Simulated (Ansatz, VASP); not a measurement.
## WS2: VASP beside Ansatz

```
W S
1.0
     3.18295    0.00000    0.00000
    -1.59148    2.75652    0.00000
     0.00000    0.00000   28.53222
W S
3 6
Cartesian
  1.5915 0.9188 18.8109
  0.0000 1.8377 25.2662
  0.0000 1.8377 17.2513
  1.5915 0.9188 26.8256
  1.5915 0.9188 13.9531
  0.0000 1.8377 20.3706
  1.5915 0.9188 23.7059
  1.5915 0.9188 10.8340
  0.0000 1.8377 12.3933
```

Change from the starting cell: input fault: two atoms' positions swapped.

Alike in both runs: task single point; functional PBE; k mesh 12 × 12 × 1; occupations gaussian, width 0.1 eV; no spin polarisation.

```csv
,VASP,Ansatz
version,VASP 6.6.1,Ansatz 0.2.0
potentials or method,"VASP PAW PBE potentials, release 64 (W_sv, S), cutoff 520 eV","scalar-relativistic, plane waves, PAW"
valence electrons in the cell,78,78
```

```tsv
	VASP	Ansatz	Ansatz less VASP
gap on the k mesh at the Fermi level (eV)	none	none	-
rms of the force components (eV/Å)	1.690	1.642	-0.0482
```

Atom by atom the forces differ by 0.051 eV/Å (rms over components). A gap of «none» marks a metal or a gap that the smearing closes.

Neither program's run includes spin-orbit coupling.
